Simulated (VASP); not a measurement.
# CdF2 in VASP: notebook, part 2 of 2

VASP 6.6.1.

## 3. Single point, PBE (14.45 Å³/atom)

This run uses another cell than the first one, of 14.45 Å³/atom.

File INCAR:

```
ALGO = Normal
EDIFF = 1E-7
ENCUT = 520
GGA = PE
ISIF = 2
ISMEAR = 0
LASPH = True
LCHARG = False
LREAL = False
LWAVE = False
NBANDS = 20
NELM = 60
PREC = Accurate
SIGMA = 0.05
```

File KPOINTS:

```
k-points
0
Gamma
  8 8 8
```

File POSCAR:

```
CdF2
1.0
    0.0000000000      2.7881729022      2.7881729022
    2.7881729022      0.0000000000      2.7881729022
    2.7881729022      2.7881729022      0.0000000000
Cd F
1 2
Direct
    0.0000000000      0.0000000000      0.0000000000
    0.2500000000      0.2500000000      0.2500000000
    0.7500000000      0.7500000000      0.7500000000
```

Potentials or basis: VASP PAW PBE potentials, release 64 (Cd, F).

Command:

```console
cat potpaw_PBE.64/Cd/POTCAR potpaw_PBE.64/F/POTCAR > POTCAR
mpirun -np 1 vasp_std > vasp.out
```

OUTCAR:

```text
EDIFF = 1E-7
   ENCUT = 520
   GGA = PE
   ISIF = 2
   ISMEAR = 0
   LASPH = True
   LREAL = False
   NELM = 60
   PREC = Accurate

 ion  position               nearest neighbor table
   1  0.000  0.000  0.000-   2 2.41   3 2.41   3 2.41   3 2.41   3 2.41   2 2.41   2 2.41   2 2.41

   2  0.250  0.250  0.250-   1 2.41   1 2.41   1 2.41   1 2.41
   3  0.750  0.750  0.750-   1 2.41   1 2.41   1 2.41   1 2.41

  LATTYP: Found a face centered cubic cell.
 ALAT       =     5.5763458044

  Lattice vectors:

 A1 = (   0.0000000000,   2.7881729022,   2.7881729022)
 A2 = (   2.7881729022,   0.0000000000,   2.7881729022)
 A3 = (   2.7881729022,   2.7881729022,   0.0000000000)

Analysis of symmetry for initial positions (statically):
=====================================================================
 Subroutine PRICEL returns:
 Original cell was already a primitive cell.

 Routine SETGRP: Setting up the symmetry group for a
 face centered cubic supercell.

 Subroutine GETGRP returns: Found 48 space group operations
 (whereof 48 operations were pure point group operations)
 out of a pool of 48 trial point group operations.

The static configuration has the point symmetry O_h .

Analysis of symmetry for dynamics (positions and initial velocities):
=====================================================================
 Subroutine PRICEL returns:
 Original cell was already a primitive cell.

 Routine SETGRP: Setting up the symmetry group for a
 face centered cubic supercell.

 Subroutine GETGRP returns: Found 48 space group operations
 (whereof 48 operations were pure point group operations)
 out of a pool of 48 trial point group operations.

The dynamic configuration has the point symmetry O_h .

 Subroutine INISYM returns: Found 48 space group operations
 (whereof 48 operations are pure point group operations),
 and found     1 'primitive' translations

----------------------------------------------------------------------------------------

                                     Primitive cell

  volume of cell :      43.3500

  direct lattice vectors                    reciprocal lattice vectors
     0.000000000  2.788172902  2.788172902    -0.179328907  0.179328907  0.179328907
     2.788172902  0.000000000  2.788172902     0.179328907 -0.179328907  0.179328907
     2.788172902  2.788172902  0.000000000     0.179328907  0.179328907 -0.179328907

  length of vectors
     3.943071933  3.943071933  3.943071933     0.310606779  0.310606779  0.310606779

  position of ions in fractional coordinates (direct lattice)
     0.000000000  0.000000000  0.000000000
     0.250000000  0.250000000  0.250000000
     0.750000000  0.750000000  0.750000000

  ion indices of the primitive-cell ions
   primitive index   ion index
                 1           1
                 2           2
                 3           3

----------------------------------------------------------------------------------------

 KPOINTS: k-points

Automatic generation of k-mesh.
 Grid dimensions read from file:
 generate k-points for:    8    8    8

 Generating k-lattice:

  Cartesian coordinates                     Fractional coordinates (reciprocal lattice)
    -0.022416113  0.022416113  0.022416113     0.125000000  0.000000000  0.000000000
     0.022416113 -0.022416113  0.022416113     0.000000000  0.125000000  0.000000000
     0.022416113  0.022416113 -0.022416113     0.000000000  0.000000000  0.125000000

  Length of vectors
     0.038825847  0.038825847  0.038825847

  Shift w.r.t. Gamma in fractional coordinates (k-lattice)
     0.000000000  0.000000000  0.000000000

 Subroutine IBZKPT returns following result:
 ===========================================

 Found     29 irreducible k-points:

 Following reciprocal coordinates:
            Coordinates               Weight
  0.000000  0.000000  0.000000      1.000000
  0.125000  0.000000  0.000000      8.000000
  0.250000  0.000000  0.000000      8.000000
  0.375000  0.000000  0.000000      8.000000
  0.500000  0.000000  0.000000      4.000000
  0.125000  0.125000  0.000000      6.000000
[... 16 lines left out ...]
  0.500000  0.250000  0.125000     48.000000
 -0.375000  0.250000  0.125000     24.000000
 [... further k-points ...]
   k-points           NKPTS =     29   k-points in BZ     NKDIM =     29   number of bands    NBANDS=     20
   number of dos      NEDOS =    301   number of ions     NIONS =      3
   total plane-waves  NPLWV =  27000
   dimension x,y,z NGX =    30 NGY =   30 NGZ =   30
   dimension x,y,z NGXF=    60 NGYF=   60 NGZF=   60
   ions per type =               1   2
   NGX,Y,Z   is equivalent  to a cutoff of  12.65, 12.65, 12.65 a.u.
   NGXF,Y,Z  is equivalent  to a cutoff of  25.30, 25.30, 25.30 a.u.
 SYSTEM =  unknown system
   PREC   = accura    normal or accurate (medium, high low for compatibility)
   ISTART =      0    job   : 0-new  1-cont  2-samecut
   ICHARG =      2    charge: 1-file 2-atom 10-const
   ISPIN  =      1    spin polarized calculation?
   LNONCOLLINEAR =      F non collinear calculations
   LSORBIT =      F    spin-orbit coupling
   LASPH  =      T    aspherical Exc in radial PAW
   ENCUT  =  520.0 eV  38.22 Ry    6.18 a.u.   7.33  7.33  7.33*2*pi/ulx,y,z
   NELM   =     60;   NELMIN=  2; NELMDL= -5     # of ELM steps
   EDIFF  = 0.1E-06   stopping-criterion for ELM
   LREAL  =      F    real-space projection
   EDIFFG = 0.1E-05   stopping-criterion for IOM
   NSW    =      0    number of steps for IOM
   IBRION =     -1    ionic relax: 0-MD 1-quasi-New 2-CG
   NFREE  =      0    steps in history (QN), initial steepest desc. (CG)
   ISIF   =      2    stress and relaxation
   ISYM   =      2    0-nonsym 1-usesym 2-fastsym
   POTIM  = 0.5000    time-step for ionic-motion
   TEBEG  =    0.0;   TEEND  =   0.0 temperature during run
   PSTRESS=    0.0 pullay stress
   NELECT =      26.0000    total number of electrons
   NUPDOWN=      -1.0000    fix difference up-down
   EMIN   =  10.00;   EMAX   =-10.00  energy-range for DOS
   EFERMI =   0.00;   METHOD = LEGACY
   ISMEAR =     0;   SIGMA  =   0.05  broadening in eV -4-tet -1-fermi 0-gaus
   EFERMI_NEDOS =   21; number of points for ismear=-14 and -15
   IALGO  =     38    algorithm
   IMIX   =      4    mixing-type and parameters
     AMIX     =   0.40;   BMIX     =  1.00
     AMIX_MAG =   1.60;   BMIX_MAG =  1.00
  volume/ion in A,a.u.               =      14.45        97.51
  Fermi-wavevector in a.u.,A,eV,Ry     =   1.380605  2.608966 25.933675  1.906071
  Thomas-Fermi vector in A             =   2.505467
   LORBIT       =      0    0 simple, 1 ext, 2 COOP (PROOUT), +10 PAW based schemes
   GGA     = PE    functional components
   LHFCALC =     F    Hartree Fock is set to
   AEXX    =    0.0000 exact exchange contribution
   IVDW    =     0    specifies the selected vdW correction
   LEPSILON=     F    determine dielectric tensor
   LRPA    =     F    only Hartree local field effects (RPA)
 non-spin polarized calculation
 Gauss-broadening in eV      SIGMA  =   0.05
  energy-cutoff  :      520.00
  volume of cell :       43.35
 maximum number of plane-waves:      1211
 NGX is ok and might be reduce to    30
   NGX = 15   NGY = 15   NGZ = 15

 number of electron      26.0000013 magnetization

 Free energy of the ion-electron system (eV)
  ---------------------------------------------------
  ext. energy  EPLUGINS =         0.00000000
  ---------------------------------------------------
  free energy    TOTEN  =       -10.88503679 eV

  energy without entropy =      -10.88503679  energy(sigma->0) =      -10.88503679

 E-fermi :  -1.7903     XC(G=0):  -9.8633

 val. band max:       -2.0246289673   @ k =  -0.2500   0.5000   0.2500
 cond. band min:       0.6813239152   @ k =   0.0000   0.0000   0.0000
 fundamental gap:      2.7059528826
 Fermi energy:        -1.7902753304

 k-point     1 :       0.0000    0.0000    0.0000
  band No.  band energies     occupation
      1     -22.3165      2.00000
      2     -21.4706      2.00000
      3      -7.4185      2.00000
      4      -7.4185      2.00000
      5      -7.4185      2.00000
      6      -6.6089      2.00000
[... 12 lines left out ...]
     19      17.1226      0.00000
[... 513 lines left out ...]
      4      -7.0159      2.00000
      5      -6.6172      2.00000
      6      -6.6134      2.00000
[... 12 lines left out ...]
     19      15.9390      0.00000
     20      19.3083      0.00000

 [... further k-points ...]

------------------------ aborting loop because EDIFF is reached ----------------------------------------

  FORCE on cell =-STRESS in cart. coord.  units (eV):
  Direction    XX          YY          ZZ          XY          YZ          ZX
  --------------------------------------------------------------------------------------
  -------------------------------------------------------------------------------------
  Total       -1.0534404     -1.0534404     -1.0534404      0.0000000      0.0000000     -0.0000000
  in kB      -38.9342169    -38.9342169    -38.9342169      0.0000000      0.0000000     -0.0000000
  external PRESSURE =     -38.9342169 kB  Pullay stress =       0.0000000 kB

 VOLUME and BASIS-vectors are now :
 -----------------------------------------------------------------------------
  energy-cutoff  :      520.00
  volume of cell :       43.35
      direct lattice vectors                 reciprocal lattice vectors
     0.000000000  2.788172902  2.788172902    -0.179328907  0.179328907  0.179328907
     2.788172902  0.000000000  2.788172902     0.179328907 -0.179328907  0.179328907
     2.788172902  2.788172902  0.000000000     0.179328907  0.179328907 -0.179328907

 POSITION                                       TOTAL-FORCE (eV/Angst)
 -----------------------------------------------------------------------------------
      0.00000      0.00000      0.00000        -0.000000      0.000000     -0.000000
      1.39409      1.39409      1.39409        -0.000000     -0.000000     -0.000000
      4.18226      4.18226      4.18226         0.000000      0.000000      0.000000
 -----------------------------------------------------------------------------------
    total drift:                                0.000000     -0.000000      0.000000

  FREE ENERGIE OF THE ION-ELECTRON SYSTEM (eV)
  ---------------------------------------------------
  free  energy   TOTEN  =       -10.8850367902 eV

  energy  without entropy=      -10.8850367902  energy(sigma->0) =      -10.88503679
```

It took 43 s on 1 thread of AMD EPYC 7R13, shared host; peak memory 0.15 GiB.

Results:

```yaml
Free_energy: -10.8850 eV
Pressure: -3.9 GPa
Band_gap_on_the_k_mesh: 2.71 eV (least direct gap 3.31 eV)
```

Caveat: the cell stands under tension.

## 4. Single point, PBE (15.18 Å³/atom)

This run uses another cell than the first one, of 15.18 Å³/atom.

File INCAR:

```
SYSTEM = CdF2
  PREC = Accurate
  ENCUT = 520
  EDIFF = 1E-6
  ISMEAR = 0
  SIGMA = 0.05
  LREAL = .FALSE.
  LASPH = .TRUE.
  NELM = 60
  ALGO = Normal
  ISIF = 2
  LWAVE = .FALSE.
  LCHARG = .FALSE.
  GGA = PE
  NBANDS = 20
```

File KPOINTS:

```
regular mesh
0
G
  8 8 8
  0 0 0
```

File POSCAR:

```
CdF2
1.0
    0.0000000000      2.8344178855      2.8344178855
    2.8344178855      0.0000000000      2.8344178855
    2.8344178855      2.8344178855      0.0000000000
Cd F
1 2
Direct
    0.0000000000      0.0000000000      0.0000000000
    0.2500000000      0.2500000000      0.2500000000
    0.7500000000      0.7500000000      0.7500000000
```

Command:

```console
cat potpaw_PBE.64/Cd/POTCAR potpaw_PBE.64/F/POTCAR > POTCAR
mpirun -np 1 vasp_std > vasp.out
```

Run time: 45 s. Hardware: 1 thread of AMD EPYC 7R13, shared host; peak memory 0.15 GiB.

Results (log left out):

```yaml
Free_energy: -10.8122 eV
Pressure: -7.1 GPa
Band_gap_on_the_k_mesh: 2.54 eV (least direct gap 3.17 eV)
```

Levels at points of the mesh, in eV from the valence-band top:
```
           k point  band 9  band 10  band 11  band 12  band 13  band 14  band 15  band 16  band 17  band 18
(0.00, 0.00, 0.00)   -0.65    -0.65    -0.64    -0.64    -0.64     2.54    11.92    11.92    11.92    16.25
(0.50, 0.00, 0.00)   -1.69    -1.35    -1.35    -0.46    -0.46     6.05     8.61    13.18    13.18    17.10
(0.50, 0.50, 0.00)   -2.25    -2.25    -0.27    -0.07    -0.07     6.77     8.84    11.57    12.94    12.94
```

Caveat: the cell stands under tension.

## 5. Single point, PBE (15.91 Å³/atom)

This run uses another cell than the first one, of 15.91 Å³/atom.

File INCAR:

```
SYSTEM = CdF2
PREC = Accurate
ENCUT = 520
EDIFF = 1E-6
ISMEAR = 0
SIGMA = 0.05
LREAL = .FALSE.
LASPH = .TRUE.
NELM = 60
ALGO = Normal
ISIF = 2
LWAVE = .FALSE.
LCHARG = .FALSE.
GGA = PE
NBANDS = 20
```

KPOINTS is that of step 4.

File POSCAR:

```
CdF2
1.0
    0.0000000000      2.8792614812      2.8792614812
    2.8792614812      0.0000000000      2.8792614812
    2.8792614812      2.8792614812      0.0000000000
Cd F
1 2
Direct
    0.0000000000      0.0000000000      0.0000000000
    0.2500000000      0.2500000000      0.2500000000
    0.7500000000      0.7500000000      0.7500000000
```

Command:

```console
cat potpaw_PBE.64/Cd/POTCAR potpaw_PBE.64/F/POTCAR > POTCAR
mpirun -np 1 vasp_std > vasp.out
```

Wall time 43 s (1 thread of AMD EPYC 7R13, shared host); peak memory 0.15 GiB.

The run converged. Its results:

```yaml
Free_energy: -10.7007 eV
Pressure: -9.5 GPa
Band_gap_on_the_k_mesh: 2.38 eV (least direct gap 2.96 eV)
```

Levels at points of the mesh, in eV from the valence-band top:
```csv
k point,band 9,band 10,band 11,band 12,band 13,band 14,band 15,band 16,band 17,band 18
"(0.00, 0.00, 0.00)",-0.66,-0.66,-0.58,-0.58,-0.58,2.38,11.66,11.66,11.66,15.83
"(0.50, 0.00, 0.00)",-1.54,-1.22,-1.22,-0.46,-0.46,5.72,8.42,12.78,12.78,16.77
"(0.50, 0.50, 0.00)",-2.07,-2.07,-0.22,-0.07,-0.07,6.41,8.60,11.44,12.53,12.53
```

Caveat: the cell stands under tension.

## 6. Single point, PBE (11.52 Å³/atom)

This run uses another cell than the first one, of 11.52 Å³/atom.

File INCAR:

```
SYSTEM = CdF2
PREC = Accurate ; ENCUT = 520
EDIFF = 1E-7 ; ISMEAR = 0
SIGMA = 0.05 ; LREAL = .FALSE.
LASPH = .TRUE. ; NELM = 100
ALGO = Normal ; ISIF = 2
LWAVE = .FALSE. ; LCHARG = .FALSE.
GGA = PE ; NBANDS = 20
```

KPOINTS is that of step 5.

File POSCAR:

```
CdF2
1.0
    0.0000000000      2.6087076910      2.5398378079
    2.6087076910      0.0000000000      2.5398378079
    2.6087076910      2.6087076910      0.0000000000
Cd F
1 2
Direct
    0.0000000000      0.0000000000      0.0000000000
    0.2500000000      0.2500000000      0.2500000000
    0.7500000000      0.7500000000      0.7500000000
```

Potentials or basis: VASP PAW PBE potentials, release 64 (Cd, F).

Command:

```console
cat potpaw_PBE.64/Cd/POTCAR potpaw_PBE.64/F/POTCAR > POTCAR
mpirun -np 1 vasp_std > vasp.out
```

Wall time 71 s (1 thread of AMD EPYC 7R13, shared host); peak memory 0.15 GiB.

Results (log left out):

```
Free energy            : -10.4122 eV
Pressure               : 26.4 GPa
Band gap on the k mesh : 3.49 eV (least direct gap 3.79 eV)
```

Stress tensor (GPa, compression positive):
```
25.41  0.00  0.00
 0.00 25.41  0.00
 0.00  0.00 28.49
```

Levels at points of the mesh, in eV from the valence-band top:
| k point | band 9 | band 10 | band 11 | band 12 | band 13 | band 14 | band 15 | band 16 | band 17 | band 18 |
| --- | --- | --- | --- | --- | --- | --- | --- | --- | --- | --- |
| (0.00, 0.00, 0.00) | -1.43 | -1.16 | -0.39 | -0.30 | -0.30 | 3.49 | 13.20 | 13.26 | 13.26 | 18.76 |
| (0.50, 0.00, 0.00) | -2.90 | -2.41 | -2.34 | -0.31 | -0.30 | 8.12 | 9.51 | 15.47 | 15.71 | 18.87 |
| (0.50, 0.50, 0.00) | -3.73 | -3.16 | -0.66 | -0.14 | -0.14 | 8.94 | 10.28 | 12.18 | 15.30 | 15.30 |
| (0.50, 0.00, 0.50) | -3.63 | -3.24 | -0.84 | -0.14 | -0.07 | 9.03 | 10.35 | 12.12 | 15.27 | 15.62 |

Caveat: the cell stands under pressure. A k mesh can miss the band edges.

## 7. Single point, PBE (11.52 Å³/atom)

This run uses another cell than the first one, of 11.52 Å³/atom.

File INCAR:

```
ALGO     = Normal         # electronic algorithm
EDIFF    = 1E-6           # SCF threshold, eV
ENCUT    = 520            # plane-wave cutoff, eV
GGA      = PE             # functional
ISIF     = 2              # what is computed and relaxed
ISMEAR   = 0              # smearing method
LASPH    = T              # aspherical terms in the spheres
LCHARG   = T              # write CHGCAR
LELF     = T              # ELF
LREAL    = F              # projectors in reciprocal space
LVHAR    = T            
LWAVE    = F              # write WAVECAR
NBANDS   = 20             # bands
NELM     = 60             # most SCF steps
PREC     = Accurate       # precision mode
SIGMA    = 0.05           # smearing width, eV
```

File KPOINTS:

```
k-points
0
Gamma
  8 8 8
```

File POSCAR:

```
CdF2
1.0
    0.0000000000      2.5626031987      2.6320497454
    2.5626031987      0.0000000000      2.6320497454
    2.5626031987      2.5626031987      0.0000000000
Cd F
1 2
Direct
    0.0000000000      0.0000000000      0.0000000000
    0.2500000000      0.2500000000      0.2500000000
    0.7500000000      0.7500000000      0.7500000000
```

Command:

```console
cat potpaw_PBE.64/Cd/POTCAR potpaw_PBE.64/F/POTCAR > POTCAR
mpirun -np 1 vasp_std > vasp.out
```

Run time: 64 s. Hardware: 1 thread of AMD EPYC 7R13, shared host; peak memory 0.15 GiB.

Results (log left out):

```
Free energy            : -10.4123 eV
Pressure               : 26.4 GPa
Band gap on the k mesh : 3.49 eV (least direct gap 3.76 eV)
```

Stress tensor (GPa, compression positive):
```
27.45  0.00  0.00
 0.00 27.45  0.00
 0.00  0.00 24.45
```

Levels at points of the mesh, in eV from the valence-band top:
```csv
k point,band 9,band 10,band 11,band 12,band 13,band 14,band 15,band 16,band 17,band 18
"(0.00, 0.00, 0.00)",-1.26,-1.26,-0.36,-0.36,-0.27,3.49,13.22,13.22,13.28,18.76
"(0.50, 0.00, 0.00)",-2.90,-2.41,-2.34,-0.31,-0.30,8.11,9.50,15.47,15.70,18.88
"(0.50, 0.50, 0.00)",-3.67,-3.28,-0.90,-0.10,-0.10,9.04,10.39,12.12,15.48,15.48
"(0.50, 0.00, 0.50)",-3.67,-3.18,-0.72,-0.16,-0.09,8.98,10.29,12.15,15.17,15.53
```

Caveat: the cell stands under pressure. A k mesh can miss the band edges.

## 8. Summary

```csv
cell,gap on the mesh (eV),pressure (GPa)
"a = 3.875 Å, angles 60.0°, 3 atoms",2.89,0.6
"a = 3.943 Å, angles 60.0°, 3 atoms",2.71,-3.9
"a = 4.008 Å, angles 60.0°, 3 atoms",2.54,-7.1
"a = 4.072 Å, angles 60.0°, 3 atoms",2.38,-9.5
"a = 3.641, b = 3.641, c = 3.689 Å, angles 59.6, 59.6, 60.9°, 3 atoms",3.49,26.4
"a = 3.674, b = 3.674, c = 3.624 Å, angles 60.4, 60.4, 59.1°, 3 atoms",3.49,26.4
```

Alike in all rows: task single point; level PBE; potentials or basis VASP PAW PBE potentials, release 64 (Cd, F); no spin polarisation; k mesh 8 × 8 × 8; cutoff (eV) 520; smearing gaussian 0.05 eV.

Caveats: the cell stands under tension (at least some runs); the cell stands under pressure (at least some runs).

Absolute energies hang on the potentials; compare differences alone.
